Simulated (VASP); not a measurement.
# AlRh (Pm-3m) in VASP: single point with LDA

Aim: the single point of AlRh with LDA.

Program: VASP 6.6.1. These are calculated values, not measurements. Logs are shortened: lines on timing, memory, paths and dates and some standing lists are left out, and cuts for length are marked.

## Step 1: The cell of the first run

The structure is cubic, space group Pm-3m (No. 221). Conventional cell: a = 2.977 Å, b = 2.977 Å, c = 2.977 Å, α = 90.00°, β = 90.00°, γ = 90.00°. Within 3.4 Å of Al (site symmetry m-3m) lie 8 Rh at 2.58 Å and 6 Al at 2.98 Å. Rh (site symmetry m-3m) has 8 Al at 2.58 Å and 6 Rh at 2.98 Å within 3.4 Å.

## Step 2: Single point, LDA

Input file INCAR:

```
SYSTEM = AlRh
PREC = Accurate
ENCUT = 500
EDIFF = 1E-6
ISMEAR = 1
SIGMA = 0.1
LREAL = .False.
LASPH = .True.
NELM = 120
ALGO = Normal
ISIF = 2
LWAVE = .False.
LCHARG = .False.
GGA = CA
NBANDS = 86
GGA_COMPAT = .False.
```

Input file KPOINTS:

```
Automatic mesh
0
Gamma
  2 2 2
  0 0 0
```

Input file POSCAR:

```
AlRh
1.0
    5.9546449400      0.0000000000      0.0000000000
    0.0000000000      5.9546449400      0.0000000000
    0.0000000000      0.0000000000      5.9546449400
Al Rh
8 8
Direct
    0.0000000000      0.0000000000      0.0000000000
    0.0000000000      0.0000000000      0.5000000000
    0.0000000000      0.5000000000      0.0000000000
    0.0000000000      0.5000000000      0.5000000000
    0.5000000000      0.0000000000      0.0000000000
    0.5000000000      0.0000000000      0.5000000000
    0.5000000000      0.5000000000      0.0000000000
    0.5000000000      0.5000000000      0.5000000000
    0.2500000000      0.2500000000      0.2500000000
    0.2500000000      0.2500000000      0.7500000000
    0.2500000000      0.7500000000      0.2500000000
    0.2500000000      0.7500000000      0.7500000000
    0.7500000000      0.2500000000      0.2500000000
    0.7500000000      0.2500000000      0.7500000000
    0.7500000000      0.7500000000      0.2500000000
    0.7500000000      0.7500000000      0.7500000000
```

Potentials or basis: VASP PAW LDA potentials, release 64 (Al, Rh_pv).

Started as:

```bash
cat potpaw_LDA.64/Al/POTCAR potpaw_LDA.64/Rh_pv/POTCAR > POTCAR
mpirun -np 1 vasp_std > vasp.out
```

OUTCAR:

```text
SYSTEM = AlRh
   PREC = Accurate
   ENCUT = 500
   EDIFF = 1E-6
   ISMEAR = 1
   LREAL = .False.
   LASPH = .True.
   NELM = 120
   ISIF = 2
   GGA = CA

 ion  position               nearest neighbor table
   1  0.000  0.000  0.000-   9 2.58  10 2.58  11 2.58  12 2.58  13 2.58  14 2.58  15 2.58  16 2.58
                             5 2.98   2 2.98   3 2.98   2 2.98   3 2.98   5 2.98
   2  0.000  0.000  0.500-   9 2.58  10 2.58  11 2.58  12 2.58  13 2.58  14 2.58  15 2.58  16 2.58
                             6 2.98   1 2.98   4 2.98   1 2.98   4 2.98   6 2.98
   3  0.000  0.500  0.000-   9 2.58  10 2.58  11 2.58  12 2.58  13 2.58  14 2.58  15 2.58  16 2.58
                             7 2.98   1 2.98   4 2.98   4 2.98   1 2.98   7 2.98
   4  0.000  0.500  0.500-   9 2.58  10 2.58  11 2.58  12 2.58  13 2.58  14 2.58  15 2.58  16 2.58
                             8 2.98   2 2.98   3 2.98   3 2.98   2 2.98   8 2.98
   5  0.500  0.000  0.000-   9 2.58  10 2.58  11 2.58  12 2.58  13 2.58  14 2.58  15 2.58  16 2.58
                             7 2.98   1 2.98   6 2.98   6 2.98   7 2.98   1 2.98
   6  0.500  0.000  0.500-   9 2.58  10 2.58  11 2.58  12 2.58  13 2.58  14 2.58  15 2.58  16 2.58
                             8 2.98   2 2.98   5 2.98   5 2.98   8 2.98   2 2.98
   7  0.500  0.500  0.000-   9 2.58  10 2.58  11 2.58  12 2.58  13 2.58  14 2.58  15 2.58  16 2.58
                             8 2.98   3 2.98   5 2.98   8 2.98   5 2.98   3 2.98
   8  0.500  0.500  0.500-   9 2.58  10 2.58  11 2.58  12 2.58  13 2.58  14 2.58  15 2.58  16 2.58
                             7 2.98   4 2.98   6 2.98   7 2.98   6 2.98   4 2.98
   9  0.250  0.250  0.250-   1 2.58   2 2.58   3 2.58   4 2.58   5 2.58   6 2.58   7 2.58   8 2.58
                            10 2.98  11 2.98  13 2.98  10 2.98  11 2.98  13 2.98
  10  0.250  0.250  0.750-   1 2.58   2 2.58   3 2.58   4 2.58   5 2.58   6 2.58   7 2.58   8 2.58
                             9 2.98  12 2.98  14 2.98   9 2.98  12 2.98  14 2.98
  11  0.250  0.750  0.250-   1 2.58   2 2.58   3 2.58   4 2.58   5 2.58   6 2.58   7 2.58   8 2.58
                             9 2.98  12 2.98  15 2.98  12 2.98   9 2.98  15 2.98
  12  0.250  0.750  0.750-   1 2.58   2 2.58   3 2.58   4 2.58   5 2.58   6 2.58   7 2.58   8 2.58
                            10 2.98  11 2.98  16 2.98  11 2.98  10 2.98  16 2.98
  13  0.750  0.250  0.250-   1 2.58   2 2.58   3 2.58   4 2.58   5 2.58   6 2.58   7 2.58   8 2.58
                             9 2.98  14 2.98  15 2.98  14 2.98  15 2.98   9 2.98
  14  0.750  0.250  0.750-   1 2.58   2 2.58   3 2.58   4 2.58   5 2.58   6 2.58   7 2.58   8 2.58
                            10 2.98  13 2.98  16 2.98  13 2.98  16 2.98  10 2.98
  15  0.750  0.750  0.250-   1 2.58   2 2.58   3 2.58   4 2.58   5 2.58   6 2.58   7 2.58   8 2.58
                            11 2.98  13 2.98  16 2.98  16 2.98  13 2.98  11 2.98
  16  0.750  0.750  0.750-   1 2.58   2 2.58   3 2.58   4 2.58   5 2.58   6 2.58   7 2.58   8 2.58
                            12 2.98  14 2.98  15 2.98  15 2.98  14 2.98  12 2.98

  LATTYP: Found a simple cubic cell.
 ALAT       =     5.9546449400

  Lattice vectors:

 A1 = (   5.9546449400,   0.0000000000,   0.0000000000)
 A2 = (   0.0000000000,   5.9546449400,   0.0000000000)
 A3 = (   0.0000000000,   0.0000000000,   5.9546449400)

Analysis of symmetry for initial positions (statically):
=====================================================================
 Subroutine PRICEL returns following result:

  LATTYP: Found a simple cubic cell.
 ALAT       =     2.9773224700

  Lattice vectors:

 A1 = (   2.9773224700,   0.0000000000,   0.0000000000)
 A2 = (   0.0000000000,   2.9773224700,   0.0000000000)
 A3 = (   0.0000000000,   0.0000000000,   2.9773224700)

   8 primitive cells build up your supercell.

 Routine SETGRP: Setting up the symmetry group for a
 simple cubic supercell.

 Subroutine GETGRP returns: Found 48 space group operations
 (whereof 48 operations were pure point group operations)
 out of a pool of 48 trial point group operations.

The static configuration has the point symmetry O_h .

Analysis of symmetry for dynamics (positions and initial velocities):
=====================================================================
 Subroutine PRICEL returns following result:

  LATTYP: Found a simple cubic cell.
 ALAT       =     2.9773224700

  Lattice vectors:

 A1 = (   2.9773224700,   0.0000000000,   0.0000000000)
 A2 = (   0.0000000000,   2.9773224700,   0.0000000000)
 A3 = (   0.0000000000,   0.0000000000,   2.9773224700)

   8 primitive cells build up your supercell.

 Routine SETGRP: Setting up the symmetry group for a
 simple cubic supercell.

 Subroutine GETGRP returns: Found 48 space group operations
 (whereof 48 operations were pure point group operations)
 out of a pool of 48 trial point group operations.

The dynamic configuration has the point symmetry O_h .

 Subroutine INISYM returns: Found 48 space group operations
 (whereof 48 operations are pure point group operations),
 and found     8 'primitive' translations

----------------------------------------------------------------------------------------

                                     Primitive cell

  volume of cell :      26.3923

  direct lattice vectors                    reciprocal lattice vectors
     2.977322470  0.000000000  0.000000000     0.335872251  0.000000000  0.000000000
     0.000000000  2.977322470  0.000000000     0.000000000  0.335872251  0.000000000
     0.000000000  0.000000000  2.977322470     0.000000000  0.000000000  0.335872251

  length of vectors
     2.977322470  2.977322470  2.977322470     0.335872251  0.335872251  0.335872251

  position of ions in fractional coordinates (direct lattice)
     0.000000000  0.000000000  0.000000000
     0.500000000  0.500000000  0.500000000

  ion indices of the primitive-cell ions
   primitive index   ion index
                 1           1
                 2           9

----------------------------------------------------------------------------------------

 KPOINTS: Automatic mesh

Automatic generation of k-mesh.
 Grid dimensions read from file:
 generate k-points for:    2    2    2

 Generating k-lattice:

  Cartesian coordinates                     Fractional coordinates (reciprocal lattice)
     0.083968063  0.000000000  0.000000000     0.500000000  0.000000000  0.000000000
     0.000000000  0.083968063  0.000000000     0.000000000  0.500000000  0.000000000
     0.000000000  0.000000000  0.083968063     0.000000000  0.000000000  0.500000000

  Length of vectors
     0.083968063  0.083968063  0.083968063

  Shift w.r.t. Gamma in fractional coordinates (k-lattice)
     0.000000000  0.000000000  0.000000000

 Subroutine IBZKPT returns following result:
 ===========================================

 Found      4 irreducible k-points:

 Following reciprocal coordinates:
            Coordinates               Weight
  0.000000  0.000000  0.000000      1.000000
  0.500000  0.000000  0.000000      3.000000
  0.500000  0.500000  0.000000      3.000000
  0.500000  0.500000  0.500000      1.000000
   k-points           NKPTS =      4   k-points in BZ     NKDIM =      4   number of bands    NBANDS=     86
   number of dos      NEDOS =    301   number of ions     NIONS =     16
   total plane-waves  NPLWV = 110592
   dimension x,y,z NGX =    48 NGY =   48 NGZ =   48
   dimension x,y,z NGXF=    96 NGYF=   96 NGZF=   96
   ions per type =               8   8
   NGX,Y,Z   is equivalent  to a cutoff of  13.40, 13.40, 13.40 a.u.
   NGXF,Y,Z  is equivalent  to a cutoff of  26.80, 26.80, 26.80 a.u.
 SYSTEM =  AlRh
   PREC   = accura    normal or accurate (medium, high low for compatibility)
   ISTART =      0    job   : 0-new  1-cont  2-samecut
   ICHARG =      2    charge: 1-file 2-atom 10-const
   ISPIN  =      1    spin polarized calculation?
   LNONCOLLINEAR =      F non collinear calculations
   LSORBIT =      F    spin-orbit coupling
   LASPH  =      T    aspherical Exc in radial PAW
   ENCUT  =  500.0 eV  36.75 Ry    6.06 a.u.  10.86 10.86 10.86*2*pi/ulx,y,z
   NELM   =    120;   NELMIN=  2; NELMDL= -5     # of ELM steps
   EDIFF  = 0.1E-05   stopping-criterion for ELM
   LREAL  =      F    real-space projection
   EDIFFG = 0.1E-04   stopping-criterion for IOM
   NSW    =      0    number of steps for IOM
   IBRION =     -1    ionic relax: 0-MD 1-quasi-New 2-CG
   NFREE  =      0    steps in history (QN), initial steepest desc. (CG)
   ISIF   =      2    stress and relaxation
   ISYM   =      2    0-nonsym 1-usesym 2-fastsym
   POTIM  = 0.5000    time-step for ionic-motion
   TEBEG  =    0.0;   TEEND  =   0.0 temperature during run
   PSTRESS=    0.0 pullay stress
   NELECT =     144.0000    total number of electrons
   NUPDOWN=      -1.0000    fix difference up-down
   EMIN   =  10.00;   EMAX   =-10.00  energy-range for DOS
   EFERMI =   0.00;   METHOD = LEGACY
   ISMEAR =     1;   SIGMA  =   0.10  broadening in eV -4-tet -1-fermi 0-gaus
   EFERMI_NEDOS =   21; number of points for ismear=-14 and -15
   IALGO  =     38    algorithm
   IMIX   =      4    mixing-type and parameters
     AMIX     =   0.40;   BMIX     =  1.00
     AMIX_MAG =   1.60;   BMIX_MAG =  1.00
  volume/ion in A,a.u.               =      13.20        89.05
  Fermi-wavevector in a.u.,A,eV,Ry     =   1.441030  2.723152 28.253429  2.076568
  Thomas-Fermi vector in A             =   2.559708
   LORBIT       =      0    0 simple, 1 ext, 2 COOP (PROOUT), +10 PAW based schemes
   GGA     = CA    functional components
   LHFCALC =     F    Hartree Fock is set to
   AEXX    =    0.0000 exact exchange contribution
   IVDW    =     0    specifies the selected vdW correction
   LEPSILON=     F    determine dielectric tensor
   LRPA    =     F    only Hartree local field effects (RPA)
 non-spin polarized calculation
 Methfessel and Paxton  Order N= 1 SIGMA  =   0.10
  energy-cutoff  :      500.00
  volume of cell :      211.14
 maximum number of plane-waves:      5400
 NGX is ok and might be reduce to    48
   NGX = 21   NGY = 21   NGZ = 21

 number of electron     143.9999969 magnetization

 Free energy of the ion-electron system (eV)
  ---------------------------------------------------
  ext. energy  EPLUGINS =         0.00000000
  ---------------------------------------------------
  free energy    TOTEN  =      -119.45171974 eV

  energy without entropy =     -119.41884762  energy(sigma->0) =     -119.44076237

 E-fermi :  11.6605     XC(G=0): -12.8797

 val. band max:       11.0733974289   @ k =   0.0000   0.0000   0.0000
 cond. band min:      11.6795913063   @ k =   0.5000   0.0000   0.0000
 fundamental gap:      0.6061938774
 Fermi energy:        11.6605019979

 k-point     1 :       0.0000    0.0000    0.0000
  band No.  band energies     occupation
      1     -35.1058      2.00000
      2     -35.1058      2.00000
      3     -35.1058      2.00000
      4     -35.0876      2.00000
      5     -35.0876      2.00000
      6     -35.0876      2.00000
[... 76 lines left out ...]
     83      14.9375      0.00000
     84      14.9375      0.00000

 k-point     2 :       0.5000    0.0000    0.0000
  band No.  band energies     occupation
      1     -35.0967      2.00000
      2     -35.0967      2.00000
      3     -35.0967      2.00000
      4     -35.0967      2.00000
      5     -35.0796      2.00000
      6     -35.0796      2.00000
[... 76 lines left out ...]
     83      14.8891      0.00000
     84      14.8891      0.00000

 k-point     3 :       0.5000    0.5000    0.0000
  band No.  band energies     occupation
      1     -35.0882      2.00000
      2     -35.0882      2.00000
      3     -35.0882      2.00000
      4     -35.0882      2.00000
      5     -35.0236      2.00000
      6     -35.0236      2.00000
[... 76 lines left out ...]
     83      15.2668      0.00000
     84      15.2668      0.00000

 k-point     4 :       0.5000    0.5000    0.5000
  band No.  band energies     occupation
      1     -35.0170      2.00000
      2     -35.0170      2.00000
      3     -35.0170      2.00000
      4     -35.0170      2.00000
      5     -35.0170      2.00000
      6     -35.0170      2.00000
[... 76 lines left out ...]
     83      15.2065      0.00000
     84      15.2065      0.00000
 [bands above 84 left out]

------------------------ aborting loop because EDIFF is reached ----------------------------------------

  FORCE on cell =-STRESS in cart. coord.  units (eV):
  Direction    XX          YY          ZZ          XY          YZ          ZX
  --------------------------------------------------------------------------------------
  -------------------------------------------------------------------------------------
  Total       -3.8905286     -3.8905286     -3.8905286      0.0000000      0.0000000      0.0000000
  in kB      -29.5223947    -29.5223947    -29.5223947      0.0000000      0.0000000      0.0000000
  external PRESSURE =     -29.5223947 kB  Pullay stress =       0.0000000 kB

 VOLUME and BASIS-vectors are now :
 -----------------------------------------------------------------------------
  energy-cutoff  :      500.00
  volume of cell :      211.14
      direct lattice vectors                 reciprocal lattice vectors
     5.954644940  0.000000000  0.000000000     0.167936126  0.000000000  0.000000000
     0.000000000  5.954644940  0.000000000     0.000000000  0.167936126  0.000000000
     0.000000000  0.000000000  5.954644940     0.000000000  0.000000000  0.167936126

 POSITION                                       TOTAL-FORCE (eV/Angst)
 -----------------------------------------------------------------------------------
      0.00000      0.00000      0.00000         0.000000      0.000000     -0.000000
      0.00000      0.00000      2.97732        -0.000000      0.000000     -0.000000
      0.00000      2.97732      0.00000         0.000000      0.000000     -0.000000
      0.00000      2.97732      2.97732        -0.000000      0.000000     -0.000000
      2.97732      0.00000      0.00000         0.000000      0.000000     -0.000000
      2.97732      0.00000      2.97732        -0.000000      0.000000     -0.000000
[... 8 lines left out ...]
      4.46598      4.46598      1.48866        -0.000000     -0.000000      0.000000
      4.46598      4.46598      4.46598        -0.000000     -0.000000      0.000000
 -----------------------------------------------------------------------------------
    total drift:                                0.000000     -0.000000     -0.000000

  FREE ENERGIE OF THE ION-ELECTRON SYSTEM (eV)
  ---------------------------------------------------
  free  energy   TOTEN  =      -119.4517197412 eV

  energy  without entropy=     -119.4188476229  energy(sigma->0) =     -119.44076237
```

Run time: 48 s. Hardware: 1 thread of Intel Xeon Platinum 8488C (Sapphire Rapids), shared host; peak memory 0.26 GiB.

What came out:

| Property | Result |
| --- | --- |
| Free energy | -119.4517 eV |
| Pressure | -3.0 GPa |
| Band gap on the k mesh | zero (bands 72 and 73 overlap by 0.61 eV) |

Caveat: the k points lie up to 0.53 Å⁻¹ apart, too coarse for converged energies and pressures of a metal.
